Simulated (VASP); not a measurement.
# Ca (Fm-3m) in VASP: a series of runs

The runs below take Ca through single point, with BLYP.

Everything below comes from runs of VASP 6.6.1. Logs are shortened: lines on timing, memory, paths and dates and some standing lists are left out, and cuts for length are marked.

## 1. The cell of the first run

It takes space group Fm-3m (No. 225, cubic). Conventional cell: a = 5.615 Å, b = 5.615 Å, c = 5.615 Å, α = 90.00°, β = 90.00°, γ = 90.00°. Ca (site symmetry m-3m) has 12 Ca at 3.97 Å within 5.2 Å.

## 2. Single point, BLYP (volume scaled by 1.04)

File INCAR:

```
PREC = Accurate
ENCUT = 520
EDIFF = 1E-7
ISMEAR = -1
SIGMA = 0.1
LREAL = F
LASPH = T
NELM = 100
ALGO = Normal
ISIF = 2
LWAVE = F
LCHARG = F
GGA = B5
ALDAX = 1.0
AGGAX = 1.0
AGGAC = 1.0
ALDAC = 0.0
NBANDS = 11
```

File KPOINTS:

```
regular mesh
0
Gamma
  16 16 16
```

File POSCAR:

```
Ca
1.0
    0.0000000000      2.8073650538      2.8073650538
    2.8073650538      0.0000000000      2.8073650538
    2.8073650538      2.8073650538      0.0000000000
Ca
1
Direct
    0.0000000000      0.0000000000      0.0000000000
```

Potentials or basis: VASP PAW PBE potentials, release 64 (Ca_sv).

Command:

```
$ cat potpaw_PBE.64/Ca_sv/POTCAR > POTCAR
$ mpirun -np 1 vasp_std > vasp.out
```

OUTCAR:

```text
PREC = Accurate
   ENCUT = 520
   EDIFF = 1E-7
   ISMEAR = -1
   LREAL = F
   LASPH = T
   NELM = 100
   ISIF = 2
   GGA = B5

 ion  position               nearest neighbor table
   1  0.000  0.000  0.000-

  LATTYP: Found a face centered cubic cell.
 ALAT       =     5.6147301076

  Lattice vectors:

 A1 = (   0.0000000000,   2.8073650538,   2.8073650538)
 A2 = (   2.8073650538,   0.0000000000,   2.8073650538)
 A3 = (   2.8073650538,   2.8073650538,   0.0000000000)

Analysis of symmetry for initial positions (statically):
=====================================================================
 Subroutine PRICEL returns:
 Original cell was already a primitive cell.

 Routine SETGRP: Setting up the symmetry group for a
 face centered cubic supercell.

 Subroutine GETGRP returns: Found 48 space group operations
 (whereof 48 operations were pure point group operations)
 out of a pool of 48 trial point group operations.

The static configuration has the point symmetry O_h .

Analysis of symmetry for dynamics (positions and initial velocities):
=====================================================================
 Subroutine PRICEL returns:
 Original cell was already a primitive cell.

 Routine SETGRP: Setting up the symmetry group for a
 face centered cubic supercell.

 Subroutine GETGRP returns: Found 48 space group operations
 (whereof 48 operations were pure point group operations)
 out of a pool of 48 trial point group operations.

The dynamic configuration has the point symmetry O_h .

 Subroutine INISYM returns: Found 48 space group operations
 (whereof 48 operations are pure point group operations),
 and found     1 'primitive' translations

----------------------------------------------------------------------------------------

                                     Primitive cell

  volume of cell :      44.2514

  direct lattice vectors                    reciprocal lattice vectors
     0.000000000  2.807365054  2.807365054    -0.178102951  0.178102951  0.178102951
     2.807365054  0.000000000  2.807365054     0.178102951 -0.178102951  0.178102951
     2.807365054  2.807365054  0.000000000     0.178102951  0.178102951 -0.178102951

  length of vectors
     3.970213734  3.970213734  3.970213734     0.308483360  0.308483360  0.308483360

  position of ions in fractional coordinates (direct lattice)
     0.000000000  0.000000000  0.000000000

  ion indices of the primitive-cell ions
   primitive index   ion index
                 1           1

----------------------------------------------------------------------------------------

 KPOINTS: regular mesh

Automatic generation of k-mesh.
 Grid dimensions read from file:
 generate k-points for:   16   16   16

 Generating k-lattice:

  Cartesian coordinates                     Fractional coordinates (reciprocal lattice)
    -0.011131434  0.011131434  0.011131434     0.062500000  0.000000000  0.000000000
     0.011131434 -0.011131434  0.011131434     0.000000000  0.062500000  0.000000000
     0.011131434  0.011131434 -0.011131434     0.000000000  0.000000000  0.062500000

  Length of vectors
     0.019280210  0.019280210  0.019280210

  Shift w.r.t. Gamma in fractional coordinates (k-lattice)
     0.000000000  0.000000000  0.000000000

 Subroutine IBZKPT returns following result:
 ===========================================

 Found    145 irreducible k-points:

 Following reciprocal coordinates:
            Coordinates               Weight
  0.000000  0.000000  0.000000      1.000000
  0.062500  0.000000  0.000000      8.000000
  0.125000  0.000000  0.000000      8.000000
  0.187500  0.000000  0.000000      8.000000
  0.250000  0.000000  0.000000      8.000000
  0.312500  0.000000  0.000000      8.000000
[... 16 lines left out ...]
 -0.125000  0.062500  0.000000     24.000000
 -0.062500  0.062500  0.000000     12.000000
 [... further k-points ...]
   k-points           NKPTS =    145   k-points in BZ     NKDIM =    145   number of bands    NBANDS=     11
   number of dos      NEDOS =    301   number of ions     NIONS =      1
   total plane-waves  NPLWV =  27000
   dimension x,y,z NGX =    30 NGY =   30 NGZ =   30
   dimension x,y,z NGXF=    60 NGYF=   60 NGZF=   60
   ions per type =               1
   NGX,Y,Z   is equivalent  to a cutoff of  12.56, 12.56, 12.56 a.u.
   NGXF,Y,Z  is equivalent  to a cutoff of  25.12, 25.12, 25.12 a.u.
 SYSTEM =  unknown system
   PREC   = accura    normal or accurate (medium, high low for compatibility)
   ISTART =      0    job   : 0-new  1-cont  2-samecut
   ICHARG =      2    charge: 1-file 2-atom 10-const
   ISPIN  =      1    spin polarized calculation?
   LNONCOLLINEAR =      F non collinear calculations
   LSORBIT =      F    spin-orbit coupling
   LASPH  =      T    aspherical Exc in radial PAW
   ENCUT  =  520.0 eV  38.22 Ry    6.18 a.u.   7.38  7.38  7.38*2*pi/ulx,y,z
   NELM   =    100;   NELMIN=  2; NELMDL= -5     # of ELM steps
   EDIFF  = 0.1E-06   stopping-criterion for ELM
   LREAL  =      F    real-space projection
   EDIFFG = 0.1E-05   stopping-criterion for IOM
   NSW    =      0    number of steps for IOM
   IBRION =     -1    ionic relax: 0-MD 1-quasi-New 2-CG
   NFREE  =      0    steps in history (QN), initial steepest desc. (CG)
   ISIF   =      2    stress and relaxation
   ISYM   =      2    0-nonsym 1-usesym 2-fastsym
   POTIM  = 0.5000    time-step for ionic-motion
   TEBEG  =    0.0;   TEEND  =   0.0 temperature during run
   PSTRESS=    0.0 pullay stress
   NELECT =      10.0000    total number of electrons
   NUPDOWN=      -1.0000    fix difference up-down
   EMIN   =  10.00;   EMAX   =-10.00  energy-range for DOS
   EFERMI =   0.00;   METHOD = LEGACY
   ISMEAR =    -1;   SIGMA  =   0.10  broadening in eV -4-tet -1-fermi 0-gaus
   EFERMI_NEDOS =   21; number of points for ismear=-14 and -15
   IALGO  =     38    algorithm
   IMIX   =      4    mixing-type and parameters
     AMIX     =   0.40;   BMIX     =  1.00
     AMIX_MAG =   1.60;   BMIX_MAG =  1.00
  volume/ion in A,a.u.               =      44.25       298.62
  Fermi-wavevector in a.u.,A,eV,Ry     =   0.997163  1.884364 13.528723  0.994333
  Thomas-Fermi vector in A             =   2.129300
   LORBIT       =      0    0 simple, 1 ext, 2 COOP (PROOUT), +10 PAW based schemes
   GGA     = B5    functional components
   LHFCALC =     F    Hartree Fock is set to
   AEXX    =    0.0000 exact exchange contribution
   IVDW    =     0    specifies the selected vdW correction
   LEPSILON=     F    determine dielectric tensor
   LRPA    =     F    only Hartree local field effects (RPA)
 non-spin polarized calculation
  energy-cutoff  :      520.00
  volume of cell :       44.25
 maximum number of plane-waves:      1243
 NGX is ok and might be reduce to    30
   NGX = 15   NGY = 15   NGZ = 15

 number of electron      10.0000000 magnetization

 number of electron       9.9999998 magnetization

 Free energy of the ion-electron system (eV)
  ---------------------------------------------------
  ext. energy  EPLUGINS =         0.00000000
  ---------------------------------------------------
  free energy    TOTEN  =        -1.26048524 eV

  energy without entropy =       -1.21730327  energy(sigma->0) =       -1.23889426

 E-fermi :   2.2155     XC(G=0):  -7.1607

 val. band max:        2.2104714520   @ k =  -0.3750   0.3125   0.0625
 cond. band min:       2.2240154318   @ k =  -0.3125   0.3750   0.1250
 fundamental gap:      0.0135439798
 Fermi energy:         2.2154821968

 k-point     1 :       0.0000    0.0000    0.0000
  band No.  band energies     occupation
      1     -39.9111      2.00000
      2     -20.9546      2.00000
      3     -20.9546      2.00000
      4     -20.9546      2.00000
      5      -1.6868      2.00000
      6       4.2858      0.00000
      7       4.2858      0.00000
      8       4.2858      0.00000
      9       5.2447      0.00000
     10       5.2447      0.00000
     11      11.2761      0.00000

 k-point     2 :       0.0625    0.0000    0.0000
  band No.  band energies     occupation
      1     -39.9107      2.00000
      2     -20.9591      2.00000
      3     -20.9552      2.00000
      4     -20.9552      2.00000
      5      -1.6222      2.00000
      6       4.2235      0.00000
      7       4.3101      0.00000
      8       4.3101      0.00000
      9       5.2248      0.00000
     10       5.2248      0.00000
     11      11.3422      0.00000

 k-point     3 :       0.1250    0.0000    0.0000
  band No.  band energies     occupation
      1     -39.9095      2.00000
      2     -20.9718      2.00000
      3     -20.9570      2.00000
      4     -20.9570      2.00000
      5      -1.4308      2.00000
      6       4.0505      0.00000
      7       4.3701      0.00000
      8       4.3701      0.00000
      9       5.1834      0.00000
     10       5.1834      0.00000
     11      11.1983      0.00000

 k-point     4 :       0.1875    0.0000    0.0000
  band No.  band energies     occupation
      1     -39.9077      2.00000
      2     -20.9908      2.00000
      3     -20.9596      2.00000
      4     -20.9596      2.00000
      5      -1.1198      2.00000
      6       3.7976      0.00000
      7       4.4219      0.00000
      8       4.4219      0.00000
      9       5.1762      0.00000
     10       5.1762      0.00000
     11      10.2183      0.00000
[... 239 lines left out ...]
 k-point    22 :      -0.1875    0.0625    0.0000
  band No.  band energies     occupation
      1     -39.9067      2.00000
      2     -20.9989      2.00000
      3     -20.9649      2.00000
      4     -20.9595      2.00000
      5      -0.9371      2.00000
      6       3.6805      0.00000
      7       4.3804      0.00000
      8       4.4847      0.00000
      9       5.0385      0.00000
     10       5.3327      0.00000
     11       9.9009      0.00000

 k-point    23 :      -0.1250    0.0625    0.0000
  band No.  band energies     occupation
      1     -39.9086      2.00000
      2     -20.9794      2.00000
      3     -20.9613      2.00000
      4     -20.9570      2.00000
      5      -1.2841      2.00000
      6       3.9379      0.00000
      7       4.3787      0.00000
      8       4.4318      0.00000
      9       5.0574      0.00000
     10       5.2637      0.00000
     11      10.9328      0.00000

 k-point    24 :      -0.0625    0.0625    0.0000
  band No.  band energies     occupation
      1     -39.9100      2.00000
      2     -20.9653      2.00000
      3     -20.9579      2.00000
      4     -20.9555      2.00000
      5      -1.5153      2.00000
      6       4.1280      0.00000
      7       4.3400      0.00000
      8       4.3529      0.00000
      9       5.1453      0.00000
     10       5.2466      0.00000
     11      11.4200      0.00000

 [... further k-points ...]
[... 5 lines left out ...]
  --------------------------------------------------------------------------------------
  -------------------------------------------------------------------------------------
  Total       -0.1554607     -0.1554607     -0.1554607      0.0000000      0.0000000      0.0000000
  in kB       -5.6286537     -5.6286537     -5.6286537      0.0000000      0.0000000      0.0000000
  external PRESSURE =      -5.6286537 kB  Pullay stress =       0.0000000 kB

 VOLUME and BASIS-vectors are now :
 -----------------------------------------------------------------------------
  energy-cutoff  :      520.00
  volume of cell :       44.25
      direct lattice vectors                 reciprocal lattice vectors
     0.000000000  2.807365054  2.807365054    -0.178102951  0.178102951  0.178102951
     2.807365054  0.000000000  2.807365054     0.178102951 -0.178102951  0.178102951
     2.807365054  2.807365054  0.000000000     0.178102951  0.178102951 -0.178102951

 POSITION                                       TOTAL-FORCE (eV/Angst)
 -----------------------------------------------------------------------------------
      0.00000      0.00000      0.00000         0.000000     -0.000000     -0.000000
 -----------------------------------------------------------------------------------
    total drift:                               -0.000000     -0.000000      0.000000

  FREE ENERGIE OF THE ION-ELECTRON SYSTEM (eV)
  ---------------------------------------------------
  free  energy   TOTEN  =        -1.2604852378 eV

  energy  without entropy=       -1.2173032750  energy(sigma->0) =       -1.23889426
```

It took 82 s on 1 thread of Intel Xeon 6975P-C, shared host; peak memory 0.22 GiB.

What came out:

```yaml
Free_energy: -1.2605 eV
Pressure: -0.6 GPa
Band_gap_on_the_k_mesh: zero (band 5 reaches 2.40 eV, above the bottom of band 6 at 2.12 eV)
```

Levels at points of the mesh, in eV from the Fermi level:
| k point | band 1 | band 2 | band 3 | band 4 | band 5 | band 6 | band 7 | band 8 | band 9 | band 10 |
| --- | --- | --- | --- | --- | --- | --- | --- | --- | --- | --- |
| (0.00, 0.00, 0.00) | -42.13 | -23.17 | -23.17 | -23.17 | -3.90 | 2.07 | 2.07 | 2.07 | 3.03 | 3.03 |
| (0.50, 0.00, 0.00) | -42.12 | -23.29 | -23.19 | -23.19 | -1.00 | -0.10 | 1.97 | 1.97 | 3.66 | 3.66 |
| (0.50, 0.50, 0.00) | -42.11 | -23.28 | -23.21 | -23.21 | -0.47 | 0.49 | 0.97 | 3.65 | 3.83 | 3.83 |

Caveat: the PAW data sets were made with another functional, which shifts forces and pressure a little.

## 3. Single point, BLYP (volume scaled by 1.08)

File INCAR:

```
PREC = Accurate
ENCUT = 520
EDIFF = 1E-6
ISMEAR = -1
SIGMA = 0.1
LREAL = False
LASPH = True
NELM = 80
ALGO = Normal
ISIF = 2
LWAVE = False
LCHARG = False
GGA = B5
ALDAX = 1.0
AGGAX = 1.0
AGGAC = 1.0
ALDAC = 0.0
NBANDS = 11
```

KPOINTS is that of step 2.

File POSCAR:

```
Ca
1.0
    0.0000000000      2.8429050932      2.8429050932
    2.8429050932      0.0000000000      2.8429050932
    2.8429050932      2.8429050932      0.0000000000
Ca
1
Direct
    0.0000000000      0.0000000000      0.0000000000
```

Potentials or basis: VASP PAW PBE potentials, release 64 (Ca_sv).

Command:

```
$ cat potpaw_PBE.64/Ca_sv/POTCAR > POTCAR
$ mpirun -np 1 vasp_std > vasp.out
```

Wall time 63 s (1 thread of Intel Xeon 6975P-C, shared host); peak memory 0.22 GiB.

Results (log left out):

- Free energy: -1.2521 eV
- Pressure: -1.0 GPa
- Band gap on the k mesh: zero (band 5 reaches 2.28 eV, above the bottom of band 6 at 1.95 eV)

Levels at points of the mesh, in eV from the Fermi level:
```tsv
k point	band 3	band 4	band 5	band 6	band 7	band 8
(0.00, 0.00, 0.00)	-23.26	-23.26	-3.84	2.02	2.02	2.02
(0.50, 0.00, 0.00)	-23.27	-23.27	-0.99	-0.12	1.92	1.92
(0.50, 0.50, 0.00)	-23.29	-23.29	-0.43	0.50	0.91	3.53
```

Caveat: the PAW data sets were made with another functional, which shifts forces and pressure a little.

(Continued in part 2 of 2.)
